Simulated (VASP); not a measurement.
# Ga3Se (Pm-3m) in VASP: notebook

The runs below take Ga3Se through single point, with PBE, LDA.

Program: VASP 6.6.1. These are calculated values, not measurements. Logs are shortened: lines on timing, memory, paths and dates and some standing lists are left out, and cuts for length are marked.

### Step 1. The cell of the first run

Symmetry: Pm-3m, No. 221, cubic system. The conventional cell has a = 4.373 Å, b = 4.373 Å, c = 4.373 Å, α = 90.00°, β = 90.00°, γ = 90.00°. Se (site symmetry m-3m) has 12 Ga at 3.09 Å within 4.1 Å. Within 4.1 Å of Ga (site symmetry 4/mmm) lie 4 Se at 3.09 Å and 8 Ga at 3.09 Å.

### Step 2. Single point, PBE

File INCAR:

```
  PREC = Accurate
  ENCUT = 520
  EDIFF = 1E-6
  ISMEAR = -1
  SIGMA = 0.05
  LREAL = F
  LASPH = T
  NELM = 100
  ALGO = Normal
  ISIF = 2
  LWAVE = F
  LCHARG = T
  GGA = PE
  LELF = T
  LVHAR = T
  NBANDS = 30
```

File KPOINTS:

```
regular mesh
0
Gamma
  6 6 6
```

File POSCAR:

```
Ga3Se
1.0
    4.3725594808      0.0000000000      0.0000000000
    0.0000000000      4.3725594808      0.0000000000
    0.0000000000      0.0000000000      4.3725594808
Se Ga
1 3
Direct
    0.0000000000      0.0000000000      0.0000000000
    0.5000000000      0.5000000000      0.0000000000
    0.5000000000      0.0000000000      0.5000000000
    0.0000000000      0.5000000000      0.5000000000
```

Potentials or basis: VASP PAW PBE potentials, release 64 (Se, Ga_d).

Launch:

```bash
> cat potpaw_PBE.64/Se/POTCAR potpaw_PBE.64/Ga_d/POTCAR > POTCAR
> mpirun -np 1 vasp_std > vasp.out
```

OUTCAR:

```text
PREC = Accurate
   ENCUT = 520
   EDIFF = 1E-6
   ISMEAR = -1
   LREAL = F
   LASPH = T
   NELM = 100
   ISIF = 2
   GGA = PE

 ion  position               nearest neighbor table
   1  0.000  0.000  0.000-
   2  0.500  0.500  0.000-
   3  0.500  0.000  0.500-
   4  0.000  0.500  0.500-

  LATTYP: Found a simple cubic cell.
 ALAT       =     4.3725594808

  Lattice vectors:

 A1 = (   4.3725594808,   0.0000000000,   0.0000000000)
 A2 = (   0.0000000000,   4.3725594808,   0.0000000000)
 A3 = (   0.0000000000,   0.0000000000,   4.3725594808)

Analysis of symmetry for initial positions (statically):
=====================================================================
 Subroutine PRICEL returns:
 Original cell was already a primitive cell.

 Routine SETGRP: Setting up the symmetry group for a
 simple cubic supercell.

 Subroutine GETGRP returns: Found 48 space group operations
 (whereof 48 operations were pure point group operations)
 out of a pool of 48 trial point group operations.

The static configuration has the point symmetry O_h .

Analysis of symmetry for dynamics (positions and initial velocities):
=====================================================================
 Subroutine PRICEL returns:
 Original cell was already a primitive cell.

 Routine SETGRP: Setting up the symmetry group for a
 simple cubic supercell.

 Subroutine GETGRP returns: Found 48 space group operations
 (whereof 48 operations were pure point group operations)
 out of a pool of 48 trial point group operations.

The dynamic configuration has the point symmetry O_h .

 Subroutine INISYM returns: Found 48 space group operations
 (whereof 48 operations are pure point group operations),
 and found     1 'primitive' translations

----------------------------------------------------------------------------------------

                                     Primitive cell

  volume of cell :      83.6002

  direct lattice vectors                    reciprocal lattice vectors
     4.372559481  0.000000000  0.000000000     0.228699004  0.000000000  0.000000000
     0.000000000  4.372559481  0.000000000     0.000000000  0.228699004  0.000000000
     0.000000000  0.000000000  4.372559481     0.000000000  0.000000000  0.228699004

  length of vectors
     4.372559481  4.372559481  4.372559481     0.228699004  0.228699004  0.228699004

  position of ions in fractional coordinates (direct lattice)
     0.000000000  0.000000000  0.000000000
     0.500000000  0.500000000  0.000000000
     0.500000000  0.000000000  0.500000000
     0.000000000  0.500000000  0.500000000

  ion indices of the primitive-cell ions
   primitive index   ion index
                 1           1
                 2           2
                 3           3
                 4           4

----------------------------------------------------------------------------------------

 KPOINTS: regular mesh

Automatic generation of k-mesh.
 Grid dimensions read from file:
 generate k-points for:    6    6    6

 Generating k-lattice:

  Cartesian coordinates                     Fractional coordinates (reciprocal lattice)
     0.038116501  0.000000000  0.000000000     0.166666667  0.000000000  0.000000000
     0.000000000  0.038116501  0.000000000     0.000000000  0.166666667  0.000000000
     0.000000000  0.000000000  0.038116501     0.000000000  0.000000000  0.166666667

  Length of vectors
     0.038116501  0.038116501  0.038116501

  Shift w.r.t. Gamma in fractional coordinates (k-lattice)
     0.000000000  0.000000000  0.000000000

 Subroutine IBZKPT returns following result:
 ===========================================

 Found     20 irreducible k-points:

 Following reciprocal coordinates:
            Coordinates               Weight
  0.000000  0.000000  0.000000      1.000000
  0.166667  0.000000  0.000000      6.000000
  0.333333  0.000000  0.000000      6.000000
  0.500000  0.000000  0.000000      3.000000
  0.166667  0.166667  0.000000     12.000000
  0.333333  0.166667  0.000000     24.000000
[... 12 lines left out ...]
  0.500000  0.500000  0.333333      6.000000
  0.500000  0.500000  0.500000      1.000000
   k-points           NKPTS =     20   k-points in BZ     NKDIM =     20   number of bands    NBANDS=     30
   number of dos      NEDOS =    301   number of ions     NIONS =      4
   total plane-waves  NPLWV =  46656
   dimension x,y,z NGX =    36 NGY =   36 NGZ =   36
   dimension x,y,z NGXF=    72 NGYF=   72 NGZF=   72
   ions per type =               1   3
   NGX,Y,Z   is equivalent  to a cutoff of  13.69, 13.69, 13.69 a.u.
   NGXF,Y,Z  is equivalent  to a cutoff of  27.37, 27.37, 27.37 a.u.
 SYSTEM =  unknown system
   PREC   = accura    normal or accurate (medium, high low for compatibility)
   ISTART =      0    job   : 0-new  1-cont  2-samecut
   ICHARG =      2    charge: 1-file 2-atom 10-const
   ISPIN  =      1    spin polarized calculation?
   LNONCOLLINEAR =      F non collinear calculations
   LSORBIT =      F    spin-orbit coupling
   LASPH  =      T    aspherical Exc in radial PAW
   ENCUT  =  520.0 eV  38.22 Ry    6.18 a.u.   8.13  8.13  8.13*2*pi/ulx,y,z
   NELM   =    100;   NELMIN=  2; NELMDL= -5     # of ELM steps
   EDIFF  = 0.1E-05   stopping-criterion for ELM
   LREAL  =      F    real-space projection
   EDIFFG = 0.1E-04   stopping-criterion for IOM
   NSW    =      0    number of steps for IOM
   IBRION =     -1    ionic relax: 0-MD 1-quasi-New 2-CG
   NFREE  =      0    steps in history (QN), initial steepest desc. (CG)
   ISIF   =      2    stress and relaxation
   ISYM   =      2    0-nonsym 1-usesym 2-fastsym
   POTIM  = 0.5000    time-step for ionic-motion
   TEBEG  =    0.0;   TEEND  =   0.0 temperature during run
   PSTRESS=    0.0 pullay stress
   NELECT =      45.0000    total number of electrons
   NUPDOWN=      -1.0000    fix difference up-down
   EMIN   =  10.00;   EMAX   =-10.00  energy-range for DOS
   EFERMI =   0.00;   METHOD = LEGACY
   ISMEAR =    -1;   SIGMA  =   0.05  broadening in eV -4-tet -1-fermi 0-gaus
   EFERMI_NEDOS =   21; number of points for ismear=-14 and -15
   IALGO  =     38    algorithm
   IMIX   =      4    mixing-type and parameters
     AMIX     =   0.40;   BMIX     =  1.00
     AMIX_MAG =   1.60;   BMIX_MAG =  1.00
  volume/ion in A,a.u.               =      20.90       141.04
  Fermi-wavevector in a.u.,A,eV,Ry     =   1.331711  2.516569 24.129304  1.773454
  Thomas-Fermi vector in A             =   2.460701
   LORBIT       =      0    0 simple, 1 ext, 2 COOP (PROOUT), +10 PAW based schemes
   GGA     = PE    functional components
   LHFCALC =     F    Hartree Fock is set to
   AEXX    =    0.0000 exact exchange contribution
   IVDW    =     0    specifies the selected vdW correction
   LEPSILON=     F    determine dielectric tensor
   LRPA    =     F    only Hartree local field effects (RPA)
 non-spin polarized calculation
  energy-cutoff  :      520.00
  volume of cell :       83.60
 maximum number of plane-waves:      2301
 NGX is ok and might be reduce to    36
   NGX = 17   NGY = 17   NGZ = 17

 number of electron      44.9999999 magnetization

 Free energy of the ion-electron system (eV)
  ---------------------------------------------------
  ext. energy  EPLUGINS =         0.00000000
  ---------------------------------------------------
  free energy    TOTEN  =       -12.41693132 eV

  energy without entropy =      -12.40709143  energy(sigma->0) =      -12.41201137

 E-fermi :   4.9934     XC(G=0): -10.4622

 val. band max:        4.9050073975   @ k =   0.5000   0.1667   0.0000
 cond. band min:       5.1088529327   @ k =   0.1667   0.1667   0.0000
 fundamental gap:      0.2038455352
 Fermi energy:         4.9933977310

 k-point     1 :       0.0000    0.0000    0.0000
  band No.  band energies     occupation
      1     -10.0778      2.00000
      2     -10.0442      2.00000
      3     -10.0442      2.00000
      4     -10.0442      2.00000
      5      -9.9875      2.00000
      6      -9.9875      2.00000
[... 22 lines left out ...]
     29      11.1139      0.00000
     30      12.2304      0.00000

 k-point     2 :       0.1667    0.0000    0.0000
  band No.  band energies     occupation
      1     -10.0577      2.00000
      2     -10.0407      2.00000
      3     -10.0293      2.00000
      4     -10.0293      2.00000
      5      -9.9852      2.00000
      6      -9.9766      2.00000
[... 22 lines left out ...]
     29      11.8958      0.00000
     30      12.4060      0.00000

 k-point     3 :       0.3333    0.0000    0.0000
  band No.  band energies     occupation
      1     -10.0331      2.00000
      2     -10.0099      2.00000
      3      -9.9890      2.00000
      4      -9.9890      2.00000
      5      -9.9786      2.00000
      6      -9.9495      2.00000
[... 22 lines left out ...]
     29      11.6681      0.00000
     30      12.1277      0.00000

 k-point     4 :       0.5000    0.0000    0.0000
  band No.  band energies     occupation
      1     -10.0290      2.00000
      2      -9.9868      2.00000
      3      -9.9558      2.00000
      4      -9.9517      2.00000
      5      -9.9517      2.00000
      6      -9.9292      2.00000
[... 22 lines left out ...]
     29       9.8245      0.00000
     30      11.3934      0.00000

 k-point     5 :       0.1667    0.1667    0.0000
  band No.  band energies     occupation
      1     -10.0430      2.00000
      2     -10.0315      2.00000
      3     -10.0202      2.00000
      4     -10.0166      2.00000
      5      -9.9787      2.00000
      6      -9.9685      2.00000
[... 22 lines left out ...]
     29      11.7703      0.00000
     30      12.3067      0.00000
[... 394 lines left out ...]
     29      12.1144      0.00000
     30      13.3146      0.00000

 k-point    18 :       0.5000    0.3333    0.3333
  band No.  band energies     occupation
      1     -10.0900      2.00000
      2      -9.9905      2.00000
      3      -9.9760      2.00000
      4      -9.9712      2.00000
      5      -9.9705      2.00000
      6      -9.9672      2.00000
[... 22 lines left out ...]
     29      12.4112      0.00000
     30      12.5517      0.00000

 k-point    19 :       0.5000    0.5000    0.3333
  band No.  band energies     occupation
      1     -10.1123      2.00000
      2      -9.9824      2.00000
      3      -9.9824      2.00000
      4      -9.9808      2.00000
      5      -9.9697      2.00000
      6      -9.9697      2.00000
[... 22 lines left out ...]
     29      12.5218      0.00000
     30      13.5338      0.00000

 k-point    20 :       0.5000    0.5000    0.5000
  band No.  band energies     occupation
      1     -10.1376      2.00000
      2      -9.9880      2.00000
      3      -9.9880      2.00000
      4      -9.9880      2.00000
      5      -9.9748      2.00000
      6      -9.9748      2.00000
[... 22 lines left out ...]
     29      13.8731      0.00000
     30      13.8731      0.00000

------------------------ aborting loop because EDIFF is reached ----------------------------------------

  FORCE on cell =-STRESS in cart. coord.  units (eV):
  Direction    XX          YY          ZZ          XY          YZ          ZX
  --------------------------------------------------------------------------------------
  -------------------------------------------------------------------------------------
  Total        0.6749503      0.6749503      0.6749503     -0.0000000      0.0000000     -0.0000000
  in kB       12.9352602     12.9352602     12.9352602     -0.0000000      0.0000000     -0.0000000
  external PRESSURE =      12.9352602 kB  Pullay stress =       0.0000000 kB

 VOLUME and BASIS-vectors are now :
 -----------------------------------------------------------------------------
  energy-cutoff  :      520.00
  volume of cell :       83.60
      direct lattice vectors                 reciprocal lattice vectors
     4.372559481  0.000000000  0.000000000     0.228699004  0.000000000  0.000000000
     0.000000000  4.372559481  0.000000000     0.000000000  0.228699004  0.000000000
     0.000000000  0.000000000  4.372559481     0.000000000  0.000000000  0.228699004

 POSITION                                       TOTAL-FORCE (eV/Angst)
 -----------------------------------------------------------------------------------
      0.00000      0.00000      0.00000         0.000000      0.000000      0.000000
      2.18628      2.18628      0.00000         0.000000      0.000000      0.000000
      2.18628      0.00000      2.18628         0.000000      0.000000      0.000000
      0.00000      2.18628      2.18628         0.000000      0.000000      0.000000
 -----------------------------------------------------------------------------------
    total drift:                                0.000000      0.000000      0.000000

  FREE ENERGIE OF THE ION-ELECTRON SYSTEM (eV)
  ---------------------------------------------------
  free  energy   TOTEN  =       -12.4169313176 eV

  energy  without entropy=      -12.4070914263  energy(sigma->0) =      -12.41201137
```

It took 24 s on 1 thread of Intel Xeon 6975P-C (Granite Rapids), shared host; peak memory 0.21 GiB.

What came out:

| Quantity | Value |
| --- | --- |
| Free energy | -12.4169 eV |
| Pressure | 1.3 GPa |

### Step 3. Single point, PBE

This run uses another cell than the first one, of 21.34 Å³/atom, 1.021 times its volume.

File INCAR:

```
ALGO = Normal
EDIFF = 1E-6
ENCUT = 520
GGA = PE
ISIF = 2
ISMEAR = -1
LASPH = T
LCHARG = F
LREAL = F
LWAVE = F
NBANDS = 30
NELM = 100
PREC = Accurate
SIGMA = 0.05
```

File KPOINTS:

```
k-points
0
Gamma
  6 6 6
```

File POSCAR:

```
Ga3Se
1.0
    4.4027160164      0.0000000000      0.0000000000
    0.0000000000      4.4027160164      0.0000000000
    0.0000000000      0.0000000000      4.4027160164
Se Ga
1 3
Direct
    0.0000000000      0.0000000000      0.0000000000
    0.5000000000      0.5000000000      0.0000000000
    0.5000000000      0.0000000000      0.5000000000
    0.0000000000      0.5000000000      0.5000000000
```

Potentials or basis: VASP PAW PBE potentials, release 64 (Se, Ga_d).

Launch:

```bash
> cat potpaw_PBE.64/Se/POTCAR potpaw_PBE.64/Ga_d/POTCAR > POTCAR
> mpirun -np 1 vasp_std > vasp.out
```

Run time: 21 s. Hardware: 1 thread of Intel Xeon 6975P-C (Granite Rapids), shared host; peak memory 0.21 GiB.

Results (log left out):

- Free energy: -12.4247 eV
- Pressure: 0.4 GPa

Levels at points of the mesh, in eV from the Fermi level:
```tsv
k point	band 19	band 20	band 21	band 22	band 23	band 24	band 25	band 26	band 27	band 28
(0.00, 0.00, 0.00)	-3.81	-3.81	-2.81	-2.81	1.63	1.63	1.63	4.46	4.46	4.46
(0.50, 0.00, 0.00)	-2.85	-2.85	-2.10	-1.06	-0.29	-0.29	1.16	4.09	4.25	4.25
(0.50, 0.50, 0.00)	-6.46	-2.20	-0.80	-0.67	-0.67	1.41	1.66	1.66	1.87	5.39
(0.50, 0.50, 0.50)	-5.09	-4.97	-4.97	-4.97	-3.57	4.06	4.06	4.06	8.68	8.68
```

### Step 4. Single point, LDA

This run uses another cell than the first one, of 21.77 Å³/atom, 1.042 times its volume.

File INCAR:

```
SYSTEM = Ga3Se
PREC     = Accurate       ! precision mode
ENCUT    = 520            ! plane-wave cutoff, eV
EDIFF    = 1E-7           ! SCF threshold, eV
ISMEAR   = -1             ! smearing method
SIGMA    = 0.05           ! smearing width, eV
LREAL    = .False.        ! projectors in reciprocal space
LASPH    = .True.         ! aspherical terms in the spheres
NELM     = 100            ! most SCF steps
ALGO     = Normal         ! electronic algorithm
ISIF     = 2              ! what is computed and relaxed
LWAVE    = .False.        ! write WAVECAR
LCHARG   = .False.        ! write CHGCAR
GGA      = CA             ! functional
NBANDS   = 30             ! bands
```

File KPOINTS:

```
Automatic mesh
0
Gamma
  6 6 6
  0 0 0
```

File POSCAR:

```
Ga3Se
1.0
    4.4324650000      0.0000000000      0.0000000000
    0.0000000000      4.4324650000      0.0000000000
    0.0000000000      0.0000000000      4.4324650000
Se Ga
1 3
Direct
    0.0000000000      0.0000000000      0.0000000000
    0.5000000000      0.5000000000      0.0000000000
    0.5000000000      0.0000000000      0.5000000000
    0.0000000000      0.5000000000      0.5000000000
```

Potentials or basis: VASP PAW LDA potentials, release 64 (Se, Ga_d).

Launch:

```bash
> cat potpaw_LDA.64/Se/POTCAR potpaw_LDA.64/Ga_d/POTCAR > POTCAR
> mpirun -np 1 vasp_std > vasp.out
```

Run time: 18 s. Hardware: 1 thread of Intel Xeon 6975P-C (Granite Rapids), shared host; peak memory 0.19 GiB.

Results (log left out):

| Quantity | Value |
| --- | --- |
| Free energy | -14.8232 eV |
| Pressure | -4.9 GPa |

Levels at points of the mesh, in eV from the Fermi level:
| k point | band 19 | band 20 | band 21 | band 22 | band 23 | band 24 | band 25 | band 26 | band 27 | band 28 |
| --- | --- | --- | --- | --- | --- | --- | --- | --- | --- | --- |
| (0.00, 0.00, 0.00) | -3.68 | -3.68 | -2.92 | -2.92 | 1.61 | 1.61 | 1.61 | 4.34 | 4.34 | 4.34 |
| (0.50, 0.00, 0.00) | -2.74 | -2.74 | -2.27 | -1.00 | -0.25 | -0.25 | 1.19 | 3.94 | 4.14 | 4.14 |
| (0.50, 0.50, 0.00) | -6.41 | -2.10 | -0.79 | -0.73 | -0.73 | 1.32 | 1.66 | 1.66 | 1.86 | 5.24 |
| (0.50, 0.50, 0.50) | -5.12 | -4.82 | -4.82 | -4.82 | -3.45 | 3.94 | 3.94 | 3.94 | 8.41 | 8.42 |

[end of part 1 of 2]
